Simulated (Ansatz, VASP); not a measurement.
# One calculation of Ru, two programs

```xyz
2
Lattice="2.7414 0.0000 0.0000 -1.3707 2.3741 0.0000 0.0000 0.0000 4.3382" Properties=species:S:1:pos:R:3 pbc="T T T"
Ru    1.3707    0.7914    3.2537
Ru    0.0000    1.5828    1.0846
```

Alike in both runs: task single point; functional LDA; k mesh 11 × 11 × 6; occupations fermi-dirac, width 0.05 eV; non-collinear spin, spin-orbit coupling.

|  | VASP | Ansatz |
| --- | --- | --- |
| version | VASP 6.6.1 | Ansatz 0.2.0 |
| potentials or method | VASP PAW LDA potentials, release 64 (Ru_pv) | Ansatz PAW |
| plane-wave cutoff (eV) | 520 | 420 |
| valence electrons in the cell | 28 | 32 |

```csv
,VASP,Ansatz,Ansatz less VASP
pressure (GPa),-22.1,-23.0,-0.84
"traceless stress, the component that is largest in VASP (GPa)",-0.98,-1.05,-0.069
```

LDA's correlation is that of Perdew and Zunger in VASP and of Perdew and Wang (1992) in Ansatz. VASP's potentials hold 28 valence electrons a cell and Ansatz's 32, so a difference there can come from the potentials and not from the codes.
